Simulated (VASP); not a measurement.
# C: single point with PBE

The system is C.

```xyz
3
Lattice="2.0674 1.1936 1.2939 -2.0674 1.1936 1.2939 0.0000 -2.3872 1.2939" Properties=species:S:1:pos:R:3 pbc="T T T"
C    -1.6227    0.4235    1.2939
C     1.1781    1.1936    1.2939
C     0.4446   -1.6171    1.2939
```

- Program: VASP 6.6.1
- Task: single point
- Functional: PBE
- Potentials or basis: VASP PAW PBE potentials, release 64 (C)
- Cutoff: 520 eV
- k mesh: 6 × 6 × 6
- Occupations: gaussian, width 0.1 eV
- Spin: collinear spin
- Starting moments: [1.0, 1.0, 1.0] μB

The pressure is 0.8 GPa and the largest force is 0.049 eV/Å. The band gap on the k mesh is zero (filled and empty bands overlap), the net moment is 0.00 μB per cell and the valence electrons inside the program's atomic spheres are C 2.53.

Forces in eV/Å, atoms in the order of the input:
```
C    0.024 -0.042  0.000
C   -0.049  0.000  0.000
C    0.024  0.042  0.000
```

Stress tensor (GPa, compression positive):
```
0.60 0.00 0.00
0.00 0.60 0.00
0.00 0.00 1.08
```

Levels at points of the mesh, in eV from the Fermi level:
Spin up:
```tsv
k point	band 4	band 5	band 6	band 7	band 8	band 9
(0.00, 0.00, 0.00)	-7.81	-4.23	-4.23	-1.29	7.47	7.47
(0.50, 0.00, 0.00)	-6.81	-2.77	-2.47	1.44	6.46	7.43
(0.50, 0.50, 0.00)	-7.95	-6.34	-2.82	3.78	6.28	8.16
(0.50, 0.50, 0.50)	-9.52	-7.34	-7.34	1.32	3.36	14.24
```
Spin down:
```tsv
k point	band 3	band 4	band 5	band 6	band 7	band 8	band 9	band 10
(0.00, 0.00, 0.00)	-7.81	-7.81	-4.23	-4.23	-1.29	7.47	7.47	10.49
(0.50, 0.00, 0.00)	-8.48	-6.81	-2.77	-2.47	1.44	6.46	7.43	7.71
(0.50, 0.50, 0.00)	-12.08	-7.95	-6.34	-2.82	3.78	6.28	8.16	11.22
(0.50, 0.50, 0.50)	-12.95	-9.52	-7.34	-7.34	1.32	3.36	14.24	14.24
```

Run time: 25 s on 1 thread of Intel Xeon 8259CL (shared host), peak memory 0.13 GiB.

Caveat: the k points lie up to 0.40 Å⁻¹ apart, too coarse for converged energies and pressures of a metal.
